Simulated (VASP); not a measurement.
# Mg5ZrN2 (P4/nmm) in VASP: single point with PBE

Aim: the single point of Mg5ZrN2 with PBE.

Everything below comes from runs of VASP 6.6.1. Logs are shortened: lines on timing, memory, paths and dates and some standing lists are left out, and cuts for length are marked.

### 1 The cell of the first run

It takes space group P4/nmm (No. 129, tetragonal). Conventional cell: a = 3.212 Å, b = 3.212 Å, c = 26.508 Å, α = 90.00°, β = 90.00°, γ = 90.00°. Mg (site symmetry 4mm) has 1 N at 2.11 Å within 2.8 Å. Mg (site symmetry 4mm) has 5 N at 2.26 to 2.27 Å within 3.0 Å. Within 4.2 Å of Mg (site symmetry 4mm) lie 12 Mg at 3.19 to 3.21 Å. Mg (site symmetry 4mm) has 12 Mg at 3.20 to 3.21 Å within 4.2 Å. Mg (site symmetry 4mm) has 12 Mg at 3.11 to 3.21 Å within 4.1 Å. Zr (site symmetry 4mm) has 6 N at 2.13 to 2.37 Å within 2.8 Å. N (site symmetry 4mm) has 5 Mg at 2.11 to 2.27 Å and 1 Zr at 2.13 Å within 2.8 Å. Within 3.0 Å of N (site symmetry 4mm) lie 1 Mg at 2.26 Å and 5 Zr at 2.28 to 2.37 Å.

### 2 Single point, PBE

Contents of INCAR:

```
ALGO = Normal ; EDIFF = 1E-6
ENCUT = 520 ; GGA = PE
ISIF = 2 ; ISMEAR = 0
LASPH = True ; LCHARG = True
LELF = True ; LREAL = Auto
LVHAR = True ; LWAVE = False
NBANDS = 46 ; NELM = 100
PREC = Accurate ; SIGMA = 0.2
```

Contents of KPOINTS:

```
k-points
0
Gamma
  6 6 1
```

Contents of POSCAR:

```
Mg5ZrN2
1.0
    3.2120605090      0.0000000000      0.0000000000
    0.0000000000      3.2120605090      0.0000000000
    0.0000000000      0.0000000000     26.5081450669
Mg Zr N
10 2 4
Direct
    1.0000000000      0.5000000000      0.7927983305
    0.0000000000      0.5000000000      0.1274211651
    0.5000000000      0.0000000000      0.2072016695
    0.5000000000      0.0000000000      0.8725788349
    0.0000000000      0.5000000000      0.6279809361
    0.5000000000      0.0000000000      0.5424766744
    0.5000000000      0.0000000000      0.3720190639
    0.0000000000      0.5000000000      0.4575233256
    0.0000000000      0.5000000000      0.2875749288
    0.5000000000      0.0000000000      0.7124250712
    0.0000000000      0.5000000000      0.9526648670
    0.5000000000      0.0000000000      0.0473351330
    1.0000000000      0.5000000000      0.8723122848
    0.0000000000      0.5000000000      0.0422160631
    0.5000000000      0.0000000000      0.1276877152
    0.5000000000      0.0000000000      0.9577839369
```

Potentials or basis: VASP PAW PBE potentials, release 64 (Mg, Zr_sv, N).

The run is started by

```bash
cat potpaw_PBE.64/Mg/POTCAR potpaw_PBE.64/Zr_sv/POTCAR potpaw_PBE.64/N/POTCAR > POTCAR
mpirun -np 1 vasp_std > vasp.out
```

OUTCAR:

```text
EDIFF = 1E-6
   ENCUT = 520
   GGA = PE
   ISIF = 2
   ISMEAR = 0
   LASPH = True
   LREAL = Auto
   NELM = 100
   PREC = Accurate

 ion  position               nearest neighbor table
   1  0.000  0.500  0.793-  13 2.11   4 3.10   4 3.10   4 3.10   4 3.10  10 3.11  10 3.11  10 3.11
                            10 3.11
   2  0.000  0.500  0.127-  14 2.26  15 2.27  15 2.27  15 2.27  15 2.27   3 3.10   3 3.10   3 3.10
                             3 3.10  12 3.11  12 3.11  12 3.11  12 3.11
   3  0.500  0.000  0.207-  15 2.11   2 3.10   2 3.10   2 3.10   2 3.10   9 3.11   9 3.11   9 3.11
                             9 3.11
   4  0.500  0.000  0.873-  16 2.26  13 2.27  13 2.27  13 2.27  13 2.27   1 3.10   1 3.10   1 3.10
                             1 3.10  11 3.11  11 3.11  11 3.11  11 3.11
   5  0.000  0.500  0.628-  10 3.19  10 3.19  10 3.19  10 3.19   6 3.21   6 3.21   6 3.21   6 3.21

   6  0.500  0.000  0.542-   8 3.20   8 3.20   8 3.20   8 3.20   5 3.21   5 3.21   5 3.21   5 3.21

   7  0.500  0.000  0.372-   9 3.19   9 3.19   9 3.19   9 3.19   8 3.21   8 3.21   8 3.21   8 3.21

   8  0.000  0.500  0.458-   6 3.20   6 3.20   6 3.20   6 3.20   7 3.21   7 3.21   7 3.21   7 3.21

   9  0.000  0.500  0.288-   3 3.11   3 3.11   3 3.11   3 3.11   7 3.19   7 3.19   7 3.19   7 3.19

  10  0.500  0.000  0.712-   1 3.11   1 3.11   1 3.11   1 3.11   5 3.19   5 3.19   5 3.19   5 3.19

  11  0.000  0.500  0.953-  13 2.13  16 2.28  16 2.28  16 2.28  16 2.28  14 2.37   4 3.11   4 3.11
                             4 3.11   4 3.11  12 3.38  12 3.38  12 3.38  12 3.38
  12  0.500  0.000  0.047-  15 2.13  14 2.28  14 2.28  14 2.28  14 2.28  16 2.37   2 3.11   2 3.11
                             2 3.11   2 3.11  11 3.38  11 3.38  11 3.38  11 3.38
  13  0.000  0.500  0.872-   1 2.11  11 2.13   4 2.27   4 2.27   4 2.27   4 2.27
  14  0.000  0.500  0.042-   2 2.26  12 2.28  12 2.28  12 2.28  12 2.28  11 2.37
  15  0.500  0.000  0.128-   3 2.11  12 2.13   2 2.27   2 2.27   2 2.27   2 2.27
  16  0.500  0.000  0.958-   4 2.26  11 2.28  11 2.28  11 2.28  11 2.28  12 2.37

  LATTYP: Found a simple tetragonal cell.
 ALAT       =     3.2120605090
 C/A-ratio  =     8.2526916889

  Lattice vectors:

 A1 = (   3.2120605090,   0.0000000000,   0.0000000000)
 A2 = (   0.0000000000,   3.2120605090,   0.0000000000)
 A3 = (   0.0000000000,   0.0000000000,  26.5081450669)

Analysis of symmetry for initial positions (statically):
=====================================================================
 Subroutine PRICEL returns:
 Original cell was already a primitive cell.

 Routine SETGRP: Setting up the symmetry group for a
 simple tetragonal supercell.

 Subroutine GETGRP returns: Found 16 space group operations
 (whereof  8 operations were pure point group operations)
 out of a pool of 16 trial point group operations.

The static configuration has the point symmetry D_2d.
 The point group associated with its full space group is D_4h.

Analysis of symmetry for dynamics (positions and initial velocities):
=====================================================================
 Subroutine PRICEL returns:
 Original cell was already a primitive cell.

 Routine SETGRP: Setting up the symmetry group for a
 simple tetragonal supercell.

 Subroutine GETGRP returns: Found 16 space group operations
 (whereof  8 operations were pure point group operations)
 out of a pool of 16 trial point group operations.

The dynamic configuration has the point symmetry D_2d.
 The point group associated with its full space group is D_4h.

 Subroutine INISYM returns: Found 16 space group operations
 (whereof  8 operations are pure point group operations),
 and found     1 'primitive' translations

----------------------------------------------------------------------------------------

                                     Primitive cell

  volume of cell :     273.4934

  direct lattice vectors                    reciprocal lattice vectors
     3.212060509  0.000000000  0.000000000     0.311326638  0.000000000  0.000000000
     0.000000000  3.212060509  0.000000000     0.000000000  0.311326638  0.000000000
     0.000000000  0.000000000 26.508145067     0.000000000  0.000000000  0.037724254

  length of vectors
     3.212060509  3.212060509 26.508145067     0.311326638  0.311326638  0.037724254

  position of ions in fractional coordinates (direct lattice)
     0.000000000  0.500000000  0.792798330
     0.000000000  0.500000000  0.127421165
     0.500000000  0.000000000  0.207201670
     0.500000000  0.000000000  0.872578835
     0.000000000  0.500000000  0.627980936
     0.500000000  0.000000000  0.542476674
[... 8 lines left out ...]
     0.500000000  0.000000000  0.127687715
     0.500000000  0.000000000  0.957783937

  ion indices of the primitive-cell ions
   primitive index   ion index
                 1           1
                 2           2
                 3           3
                 4           4
                 5           5
                 6           6
[... 8 lines left out ...]
                15          15
                16          16

----------------------------------------------------------------------------------------

 KPOINTS: k-points

Automatic generation of k-mesh.
 Grid dimensions read from file:
 generate k-points for:    6    6    1

 Generating k-lattice:

  Cartesian coordinates                     Fractional coordinates (reciprocal lattice)
     0.051887773  0.000000000  0.000000000     0.166666667  0.000000000  0.000000000
     0.000000000  0.051887773  0.000000000     0.000000000  0.166666667  0.000000000
     0.000000000  0.000000000  0.037724254     0.000000000  0.000000000  1.000000000

  Length of vectors
     0.051887773  0.051887773  0.037724254

  Shift w.r.t. Gamma in fractional coordinates (k-lattice)
     0.000000000  0.000000000  0.000000000

 Subroutine IBZKPT returns following result:
 ===========================================

 Found     10 irreducible k-points:

 Following reciprocal coordinates:
            Coordinates               Weight
  0.000000  0.000000  0.000000      1.000000
  0.166667  0.000000  0.000000      4.000000
  0.333333  0.000000  0.000000      4.000000
  0.500000  0.000000  0.000000      2.000000
  0.166667  0.166667  0.000000      4.000000
  0.333333  0.166667  0.000000      8.000000
  0.500000  0.166667  0.000000      4.000000
  0.333333  0.333333  0.000000      4.000000
  0.500000  0.333333  0.000000      4.000000
  0.500000  0.500000  0.000000      1.000000
   k-points           NKPTS =     10   k-points in BZ     NKDIM =     10   number of bands    NBANDS=     46
   number of dos      NEDOS =    301   number of ions     NIONS =     16
   total plane-waves  NPLWV = 115200
   dimension x,y,z NGX =    24 NGY =   24 NGZ =  200
   dimension x,y,z NGXF=    48 NGYF=   48 NGZF=  400
   ions per type =              10   2   4
   NGX,Y,Z   is equivalent  to a cutoff of  12.42, 12.42, 12.54 a.u.
   NGXF,Y,Z  is equivalent  to a cutoff of  24.84, 24.84, 25.09 a.u.
 SYSTEM =  unknown system
   PREC   = accura    normal or accurate (medium, high low for compatibility)
   ISTART =      0    job   : 0-new  1-cont  2-samecut
   ICHARG =      2    charge: 1-file 2-atom 10-const
   ISPIN  =      1    spin polarized calculation?
   LNONCOLLINEAR =      F non collinear calculations
   LSORBIT =      F    spin-orbit coupling
   LASPH  =      T    aspherical Exc in radial PAW
   ENCUT  =  520.0 eV  38.22 Ry    6.18 a.u.   5.97  5.97 49.29*2*pi/ulx,y,z
   NELM   =    100;   NELMIN=  2; NELMDL= -5     # of ELM steps
   EDIFF  = 0.1E-05   stopping-criterion for ELM
   LREAL  =      T    real-space projection
   EDIFFG = 0.1E-04   stopping-criterion for IOM
   NSW    =      0    number of steps for IOM
[... 5 lines left out ...]
   TEBEG  =    0.0;   TEEND  =   0.0 temperature during run
   PSTRESS=    0.0 pullay stress
   NELECT =      64.0000    total number of electrons
   NUPDOWN=      -1.0000    fix difference up-down
   EMIN   =  10.00;   EMAX   =-10.00  energy-range for DOS
   EFERMI =   0.00;   METHOD = LEGACY
   ISMEAR =     0;   SIGMA  =   0.20  broadening in eV -4-tet -1-fermi 0-gaus
   EFERMI_NEDOS =   21; number of points for ismear=-14 and -15
   IALGO  =     38    algorithm
   IMIX   =      4    mixing-type and parameters
     AMIX     =   0.40;   BMIX     =  1.00
     AMIX_MAG =   1.60;   BMIX_MAG =  1.00
  volume/ion in A,a.u.               =      17.09       115.35
  Fermi-wavevector in a.u.,A,eV,Ry     =   1.008833  1.906418 13.847245  1.017744
  Thomas-Fermi vector in A             =   2.141724
   LORBIT       =      0    0 simple, 1 ext, 2 COOP (PROOUT), +10 PAW based schemes
   GGA     = PE    functional components
   LHFCALC =     F    Hartree Fock is set to
   AEXX    =    0.0000 exact exchange contribution
   IVDW    =     0    specifies the selected vdW correction
   LEPSILON=     F    determine dielectric tensor
   LRPA    =     F    only Hartree local field effects (RPA)
 non-spin polarized calculation
 Gauss-broadening in eV      SIGMA  =   0.20
  energy-cutoff  :      520.00
  volume of cell :      273.49
 maximum number of plane-waves:      7426
 NGX is ok and might be reduce to    24
   NGX = 11   NGY = 11   NGZ = 99

 number of electron      63.9999991 magnetization

 Free energy of the ion-electron system (eV)
  ---------------------------------------------------
  ext. energy  EPLUGINS =         0.00000000
  ---------------------------------------------------
  free energy    TOTEN  =       -75.74672319 eV

  energy without entropy =      -75.63767444  energy(sigma->0) =      -75.69219882

 E-fermi :   4.6331     XC(G=0):  -9.5372

 val. band max:        4.5566033430   @ k =   0.3333   0.3333   0.0000
 cond. band min:       4.6594297118   @ k =   0.5000   0.5000   0.0000
 fundamental gap:      0.1028263688
 Fermi energy:         4.6331201464

 k-point     1 :       0.0000    0.0000    0.0000
  band No.  band energies     occupation
      1     -44.7472      2.00000
      2     -44.6911      2.00000
      3     -23.1169      2.00000
      4     -22.7534      2.00000
      5     -22.6213      2.00000
      6     -22.6213      2.00000
[... 36 lines left out ...]
     43       8.3114      0.00000
     44       8.5734      0.00000
[... 381 lines left out ...]
      3     -23.1498      2.00000
      4     -23.1498      2.00000
      5     -22.9752      2.00000
      6     -22.9752      2.00000
[... 36 lines left out ...]
     43       6.5756      0.00000
     44       6.5756      0.00000
 [bands above 44 left out]

------------------------ aborting loop because EDIFF is reached ----------------------------------------

  FORCE on cell =-STRESS in cart. coord.  units (eV):
  Direction    XX          YY          ZZ          XY          YZ          ZX
  --------------------------------------------------------------------------------------
  -------------------------------------------------------------------------------------
  Total       -0.1938663     -0.1938663     -0.7853945      0.0000000      0.0000000     -0.0000000
  in kB       -1.1357067     -1.1357067     -4.6009942      0.0000000      0.0000000     -0.0000000
  external PRESSURE =      -2.2908025 kB  Pullay stress =       0.0000000 kB

 VOLUME and BASIS-vectors are now :
 -----------------------------------------------------------------------------
  energy-cutoff  :      520.00
  volume of cell :      273.49
      direct lattice vectors                 reciprocal lattice vectors
     3.212060509  0.000000000  0.000000000     0.311326638  0.000000000  0.000000000
     0.000000000  3.212060509  0.000000000     0.000000000  0.311326638  0.000000000
     0.000000000  0.000000000 26.508145067     0.000000000  0.000000000  0.037724254

 POSITION                                       TOTAL-FORCE (eV/Angst)
 -----------------------------------------------------------------------------------
      0.00000      1.60603     21.01561        -0.000000     -0.000000     -0.018698
      0.00000      1.60603      3.37770        -0.000000     -0.000000      0.005423
      1.60603      0.00000      5.49253        -0.000000     -0.000000      0.018698
      1.60603      0.00000     23.13045        -0.000000     -0.000000     -0.005423
      0.00000      1.60603     16.64661        -0.000000     -0.000000     -0.008085
      1.60603      0.00000     14.38005        -0.000000     -0.000000      0.047828
[... 8 lines left out ...]
      1.60603      0.00000      3.38476         0.000000     -0.000000     -0.021029
      1.60603      0.00000     25.38908         0.000000     -0.000000      0.006902
 -----------------------------------------------------------------------------------
    total drift:                                0.000000      0.000000      0.000000

  FREE ENERGIE OF THE ION-ELECTRON SYSTEM (eV)
  ---------------------------------------------------
  free  energy   TOTEN  =       -75.7467231894 eV

  energy  without entropy=      -75.6376744429  energy(sigma->0) =      -75.69219882
```

It took 1.7 min on 1 thread of Intel Xeon 6975P-C (Granite Rapids), shared host; peak memory 0.37 GiB.

Results:

```
Free energy            : -75.7467 eV
Pressure               : -0.2 GPa
Largest force          : 0.143 eV/Å
Band gap on the k mesh : zero (band 32 reaches 5.23 eV, above the bottom of band 33 at 3.25 eV)
```

Forces in eV/Å, atoms in the order of the input:
```
Mg   0.000  0.000 -0.019
Mg   0.000  0.000  0.005
Mg   0.000  0.000  0.019
Mg   0.000  0.000 -0.005
Mg   0.000  0.000 -0.008
Mg   0.000  0.000  0.048
Mg   0.000  0.000  0.008
Mg   0.000  0.000 -0.048
Mg   0.000  0.000  0.069
Mg   0.000  0.000 -0.069
Zr   0.000  0.000 -0.143
Zr   0.000  0.000  0.143
N    0.000  0.000  0.021
N    0.000  0.000 -0.007
N    0.000  0.000 -0.021
N    0.000  0.000  0.007
```
